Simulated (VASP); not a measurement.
# ZnS (P6_3mc) in VASP: notebook, part 2 of 2

VASP 6.6.1.

### Step 3. Electric field gradients, PBEsol (volume scaled by 1.06)

Contents of INCAR:

```
SYSTEM = ZnS
PREC = Accurate
ENCUT = 520
EDIFF = 1E-8
ISMEAR = -1
SIGMA = 0.03
LREAL = .False.
LASPH = .True.
NELM = 80
ALGO = Normal
ISIF = 2
LWAVE = .False.
LCHARG = .False.
GGA = PS
LEFG = .True.
NBANDS = 26
```

Contents of KPOINTS:

```
regular mesh
0
Gamma
  8 8 5
  0 0 0
```

Contents of POSCAR:

```
ZnS
1.0
    3.8857432240      0.0000000000      0.0000000000
   -1.9428716120      3.3651523445      0.0000000000
    0.0000000000      0.0000000000      6.3562663350
Zn S
2 2
Direct
    0.3333333333      0.6666666667      0.0000000000
    0.6666666667      0.3333333333      0.5000000000
    0.3333333333      0.6666666667      0.3850000000
    0.6666666667      0.3333333333      0.8850000000
```

Potentials or basis: VASP PAW PBE potentials, release 64 (Zn, S).

The run is started by

```console
$ cat potpaw_PBE.64/Zn/POTCAR potpaw_PBE.64/S/POTCAR > POTCAR
$ mpirun -np 1 vasp_std > vasp.out
```

OUTCAR:

```text
SYSTEM = ZnS
   PREC = Accurate
   ENCUT = 520
   EDIFF = 1E-8
   ISMEAR = -1
   LREAL = .False.
   LASPH = .True.
   NELM = 80
   ISIF = 2
   GGA = PS

 ion  position               nearest neighbor table
   1  0.333  0.667  0.000-   4 2.36   4 2.36   4 2.36   3 2.45
   2  0.667  0.333  0.500-   3 2.36   3 2.36   3 2.36   4 2.45
   3  0.333  0.667  0.385-   2 2.36   2 2.36   2 2.36   1 2.45
   4  0.667  0.333  0.885-   1 2.36   1 2.36   1 2.36   2 2.45

  LATTYP: Found a hexagonal cell.
 ALAT       =     3.8857432240
 C/A-ratio  =     1.6357916539

  Lattice vectors:

 A1 = (   3.8857432240,   0.0000000000,   0.0000000000)
 A2 = (  -1.9428716120,   3.3651523445,   0.0000000000)
 A3 = (   0.0000000000,   0.0000000000,   6.3562663350)

Analysis of symmetry for initial positions (statically):
=====================================================================
 Subroutine PRICEL returns:
 Original cell was already a primitive cell.

 Routine SETGRP: Setting up the symmetry group for a
 hexagonal supercell.

 Subroutine GETGRP returns: Found 12 space group operations
 (whereof  6 operations were pure point group operations)
 out of a pool of 24 trial point group operations.

The static configuration has the point symmetry C_3v.
 The point group associated with its full space group is C_6v.

Analysis of symmetry for dynamics (positions and initial velocities):
=====================================================================
 Subroutine PRICEL returns:
 Original cell was already a primitive cell.

 Routine SETGRP: Setting up the symmetry group for a
 hexagonal supercell.
[... 864 lines left out ...]

  FORCE on cell =-STRESS in cart. coord.  units (eV):
  Direction    XX          YY          ZZ          XY          YZ          ZX
  --------------------------------------------------------------------------------------
  -------------------------------------------------------------------------------------
  Total       -2.3270581     -2.3270581     -2.8828917      0.0000000      0.0000000      0.0000000
  in kB      -44.8576890    -44.8576890    -55.5722519      0.0000000      0.0000000      0.0000000
  external PRESSURE =     -48.4292100 kB  Pullay stress =       0.0000000 kB

 VOLUME and BASIS-vectors are now :
 -----------------------------------------------------------------------------
  energy-cutoff  :      520.00
  volume of cell :       83.12
      direct lattice vectors                 reciprocal lattice vectors
     3.885743224  0.000000000  0.000000000     0.257351025  0.148581683  0.000000000
    -1.942871612  3.365152344  0.000000000     0.000000000  0.297163367  0.000000000
     0.000000000  0.000000000  6.356266335     0.000000000  0.000000000  0.157325063

 POSITION                                       TOTAL-FORCE (eV/Angst)
 -----------------------------------------------------------------------------------
     -0.00000      2.24343      0.00000         0.000000     -0.000000      0.243860
      1.94287      1.12172      3.17813        -0.000000      0.000000      0.243860
     -0.00000      2.24343      2.44716        -0.000000      0.000000     -0.243860
      1.94287      1.12172      5.62530         0.000000      0.000000     -0.243860
 -----------------------------------------------------------------------------------
    total drift:                               -0.000000     -0.000000      0.000308

  FREE ENERGIE OF THE ION-ELECTRON SYSTEM (eV)
  ---------------------------------------------------
  free  energy   TOTEN  =       -15.0524412094 eV

  energy  without entropy=      -15.0524412094  energy(sigma->0) =      -15.05244121

 Electric field gradients (V/A^2)
---------------------------------------------------------------------
 ion       V_xx      V_yy      V_zz      V_xy      V_xz      V_yz
---------------------------------------------------------------------
   1      -8.944    -8.951    17.895    -0.006    -0.000     0.000
   2      -8.944    -8.951    17.895    -0.006     0.000    -0.000
   3       3.300     3.300    -6.600    -0.000    -0.000     0.000
   4       3.300     3.300    -6.600    -0.000     0.000    -0.000
---------------------------------------------------------------------

 Electric field gradients after diagonalization (V/A^2)
 (convention: |V_zz| > |V_xx| > |V_yy|)
----------------------------------------------------------------------
 ion       V_xx      V_yy      V_zz     asymmetry (V_yy - V_xx)/ V_zz
----------------------------------------------------------------------
   1      -8.954    -8.941    17.895       0.001
   2      -8.954    -8.941    17.895       0.001
   3       3.300     3.300    -6.600       0.000
   4       3.300     3.300    -6.600       0.000
----------------------------------------------------------------------

           NMR quadrupolar parameters

 Cq : quadrupolar parameter    Cq=e*Q*V_zz/h
 eta: asymmetry parameters     (V_yy - V_xx)/ V_zz
 Q  : nuclear electric quadrupole moment in mb (millibarn)
----------------------------------------------------------------------
 ion       Cq(MHz)       eta       Q (mb)
----------------------------------------------------------------------
   1       0.043       0.001       1.000
   2       0.043       0.001       1.000
   3      -0.016       0.000       1.000
   4      -0.016       0.000       1.000
----------------------------------------------------------------------
```

It took 29 s on 1 thread of Intel Xeon 6975P-C (Granite Rapids), shared host; peak memory 0.22 GiB.

What came out:

* Free energy: -15.0524 eV
* Pressure: -4.8 GPa
* Largest force: 0.244 eV/Å
* Band gap on the k mesh: 1.85 eV, direct

Forces on the atoms (eV/Å):
```
Zn   0.000  0.000  0.244
Zn   0.000  0.000  0.244
S    0.000  0.000 -0.244
S    0.000  0.000 -0.244
```

Electric field gradients, principal values (V/Å²):
```tsv
atom	least	middle	greatest (by size)
1 Zn	-8.941	-8.954	17.895
2 Zn	-8.941	-8.954	17.895
3 S	3.300	3.300	-6.600
4 S	3.300	3.300	-6.600
```

Caveat: without QUAD_EFG the Cq values of the log hold for a quadrupole moment of 1 mb, not for the nuclei; the PAW data sets were made with another functional, which shifts forces and pressure a little.

### Step 4. Electric field gradients, PBEsol (equal xx and yy strain of +1 %)

Contents of INCAR:

```
SYSTEM = ZnS
  ALGO = Normal
  EDIFF = 1E-8
  ENCUT = 520
  GGA = PS
  ISIF = 2
  ISMEAR = -1
  LASPH = .True.
  LCHARG = .False.
  LEFG = .True.
  LREAL = .False.
  LWAVE = .False.
  NBANDS = 26
  NELM = 60
  PREC = Accurate
  SIGMA = 0.03
```

Contents of KPOINTS:

```
k-points
0
Gamma
  8 8 5
  0 0 0
```

Contents of POSCAR:

```
ZnS
1.0
    3.8491087694      0.0000000000      0.0000000000
   -1.9245543847      3.3334259762      0.0000000000
    0.0000000000      0.0000000000      6.2340000000
Zn S
2 2
Direct
    0.3333333333      0.6666666667      0.0000000000
    0.6666666667      0.3333333333      0.5000000000
    0.3333333333      0.6666666667      0.3850000000
    0.6666666667      0.3333333333      0.8850000000
```

Potentials or basis: VASP PAW PBE potentials, release 64 (Zn, S).

The run is started by

```console
$ cat potpaw_PBE.64/Zn/POTCAR potpaw_PBE.64/S/POTCAR > POTCAR
$ mpirun -np 1 vasp_std > vasp.out
```

OUTCAR:

```text
SYSTEM = ZnS
   EDIFF = 1E-8
   ENCUT = 520
   GGA = PS
   ISIF = 2
   ISMEAR = -1
   LASPH = .True.
   LREAL = .False.
   NELM = 60
   PREC = Accurate

 ion  position               nearest neighbor table
   1  0.333  0.667  0.000-   4 2.34   4 2.34   4 2.34   3 2.40
   2  0.667  0.333  0.500-   3 2.34   3 2.34   3 2.34   4 2.40
   3  0.333  0.667  0.385-   2 2.34   2 2.34   2 2.34   1 2.40
   4  0.667  0.333  0.885-   1 2.34   1 2.34   1 2.34   2 2.40

  LATTYP: Found a hexagonal cell.
 ALAT       =     3.8491087694
 C/A-ratio  =     1.6195956969

  Lattice vectors:

 A1 = (   3.8491087694,   0.0000000000,   0.0000000000)
 A2 = (  -1.9245543847,   3.3334259762,   0.0000000000)
 A3 = (   0.0000000000,   0.0000000000,   6.2340000000)

Analysis of symmetry for initial positions (statically):
=====================================================================
 Subroutine PRICEL returns:
 Original cell was already a primitive cell.

 Routine SETGRP: Setting up the symmetry group for a
 hexagonal supercell.

 Subroutine GETGRP returns: Found 12 space group operations
 (whereof  6 operations were pure point group operations)
 out of a pool of 24 trial point group operations.

The static configuration has the point symmetry C_3v.
 The point group associated with its full space group is C_6v.

Analysis of symmetry for dynamics (positions and initial velocities):
=====================================================================
 Subroutine PRICEL returns:
 Original cell was already a primitive cell.

 Routine SETGRP: Setting up the symmetry group for a
 hexagonal supercell.
[... 864 lines left out ...]

  FORCE on cell =-STRESS in cart. coord.  units (eV):
  Direction    XX          YY          ZZ          XY          YZ          ZX
  --------------------------------------------------------------------------------------
  -------------------------------------------------------------------------------------
  Total       -1.2107933     -1.2107933     -1.4119000      0.0000000     -0.0000000      0.0000000
  in kB      -24.2528506    -24.2528506    -28.2811273      0.0000000     -0.0000000      0.0000000
  external PRESSURE =     -25.5956095 kB  Pullay stress =       0.0000000 kB

 VOLUME and BASIS-vectors are now :
 -----------------------------------------------------------------------------
  energy-cutoff  :      520.00
  volume of cell :       79.99
      direct lattice vectors                 reciprocal lattice vectors
     3.849108769  0.000000000  0.000000000     0.259800401  0.149995831  0.000000000
    -1.924554385  3.333425976  0.000000000     0.000000000  0.299991662  0.000000000
     0.000000000  0.000000000  6.234000000     0.000000000  0.000000000  0.160410651

 POSITION                                       TOTAL-FORCE (eV/Angst)
 -----------------------------------------------------------------------------------
     -0.00000      2.22228      0.00000        -0.000000     -0.000000      0.244982
      1.92455      1.11114      3.11700         0.000000      0.000000      0.244982
     -0.00000      2.22228      2.40009        -0.000000      0.000000     -0.244982
      1.92455      1.11114      5.51709         0.000000     -0.000000     -0.244982
 -----------------------------------------------------------------------------------
    total drift:                               -0.000000     -0.000000      0.000051

  FREE ENERGIE OF THE ION-ELECTRON SYSTEM (eV)
  ---------------------------------------------------
  free  energy   TOTEN  =       -15.1274864110 eV

  energy  without entropy=      -15.1274864110  energy(sigma->0) =      -15.12748641

 Electric field gradients (V/A^2)
---------------------------------------------------------------------
 ion       V_xx      V_yy      V_zz      V_xy      V_xz      V_yz
---------------------------------------------------------------------
   1      -7.248    -7.253    14.501    -0.004     0.000    -0.000
   2      -7.248    -7.253    14.501    -0.004    -0.000     0.000
   3       3.736     3.736    -7.472    -0.000    -0.000     0.000
   4       3.736     3.736    -7.472    -0.000     0.000    -0.000
---------------------------------------------------------------------

 Electric field gradients after diagonalization (V/A^2)
 (convention: |V_zz| > |V_xx| > |V_yy|)
----------------------------------------------------------------------
 ion       V_xx      V_yy      V_zz     asymmetry (V_yy - V_xx)/ V_zz
----------------------------------------------------------------------
   1      -7.255    -7.246    14.501       0.001
   2      -7.255    -7.246    14.501       0.001
   3       3.737     3.736    -7.472       0.000
   4       3.737     3.736    -7.472       0.000
----------------------------------------------------------------------

           NMR quadrupolar parameters

 Cq : quadrupolar parameter    Cq=e*Q*V_zz/h
 eta: asymmetry parameters     (V_yy - V_xx)/ V_zz
 Q  : nuclear electric quadrupole moment in mb (millibarn)
----------------------------------------------------------------------
 ion       Cq(MHz)       eta       Q (mb)
----------------------------------------------------------------------
   1       0.035       0.001       1.000
   2       0.035       0.001       1.000
   3      -0.018       0.000       1.000
   4      -0.018       0.000       1.000
----------------------------------------------------------------------
```

Wall time 43 s (1 thread of AMD EPYC 9R14 (Zen 4), shared host); peak memory 0.19 GiB.

What came out:

```
Free energy            : -15.1275 eV
Pressure               : -2.6 GPa
Largest force          : 0.245 eV/Å
Band gap on the k mesh : 2.00 eV, direct
```

Forces on the atoms (eV/Å):
```
Zn   0.000  0.000  0.245
Zn   0.000  0.000  0.245
S    0.000  0.000 -0.245
S    0.000  0.000 -0.245
```

Stress tensor (GPa, compression positive):
```
-2.43  0.00  0.00
 0.00 -2.43  0.00
 0.00  0.00 -2.83
```

Electric field gradients, principal values (V/Å²):
```tsv
atom	least	middle	greatest (by size)
1 Zn	-7.246	-7.255	14.501
2 Zn	-7.246	-7.255	14.501
3 S	3.736	3.737	-7.472
4 S	3.736	3.737	-7.472
```

Caveat: the cell differs from its parent crystal (equal xx and yy strain of +1 %); without QUAD_EFG the Cq values of the log hold for a quadrupole moment of 1 mb, not for the nuclei; the PAW data sets were made with another functional, which shifts forces and pressure a little.
